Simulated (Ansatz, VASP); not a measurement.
Two plane-wave programs on H9O4F

```
CELL_PARAMETERS angstrom
5.36011 0.00000 0.00000
0.00000 5.36011 0.00000
0.00000 0.00000 5.36011
ATOMIC_POSITIONS crystal
O 0.33848 0.87858 0.38870
O 0.95743 0.12448 0.20702
O 0.60013 0.03231 0.87657
O 0.18582 0.51261 0.65890
H 0.18797 0.97146 0.32191
H 0.41605 0.80417 0.24004
H 0.85911 0.06228 0.06111
H 0.84861 0.24828 0.28188
H 0.55300 0.99362 0.70424
H 0.52747 0.19772 0.91704
H 0.24332 0.65873 0.54692
H 0.20654 0.36355 0.55705
H 0.31886 0.49857 0.87171
F 0.42989 0.47523 0.03151
```

Alike in both runs: functional PBEsol; k mesh 1 × 1 × 1; occupations fermi-dirac, width 0.02 eV; no spin polarisation.

Ansatz relaxed the structure, and its values are those at the end. VASP's run is a single point on that final structure, the one shown.

```csv
,VASP,Ansatz
version,VASP 6.6.1,Ansatz 0.2.0
potentials or method,"VASP PAW PBE potentials, release 64 (O_h, H_h, F_h), cutoff 1010 eV","scalar-relativistic, plane waves, PAW"
valence electrons in the cell,40,40
```

```tsv
	VASP	Ansatz	Ansatz less VASP
rms of the force components (eV/Å)	0.050	0.053	+0.0029
```

VASP's potentials were made for PBE, not for PBEsol. With one functional, cell and mesh, what is left measures potentials, basis and numerics.
